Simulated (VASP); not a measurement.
Runs of VASP 6.6.1 on TaN. The structure is that of space group Fm-3m (No. 225), or close to it. The cells are those of the table. 

```tsv
cell	gap on the mesh (eV)	pressure (GPa)
a = 3.040 Å, angles 60.0°, 2 atoms	none	16.4
a = 3.122 Å, angles 60.0°, 2 atoms	none	(b)
a = 3.162 Å, angles 60.0°, 2 atoms	none	-24.5
a = 2.997 Å, angles 60.0°, 2 atoms	none	37.1
a = 3.082 Å, angles 60.0°, 2 atoms	none	(a)
```

Alike in all rows: task single point; level LDA; potentials or basis VASP PAW LDA potentials, release 64 (Ta_pv, N); no spin polarisation; k mesh 11 × 11 × 11; cutoff (eV) 520; smearing fermi-dirac 0.1 eV.

Task: Estimate the missing entries.

Result: (a) -0.3; (b) -13.7.

Caveats: spin-orbit coupling is left out, which moves the levels of the heavy elements.

A k mesh can miss the band edges, and the runs leave out spin-orbit coupling on Ta.

A gap of «none» marks levels without a gap at the run's occupations.
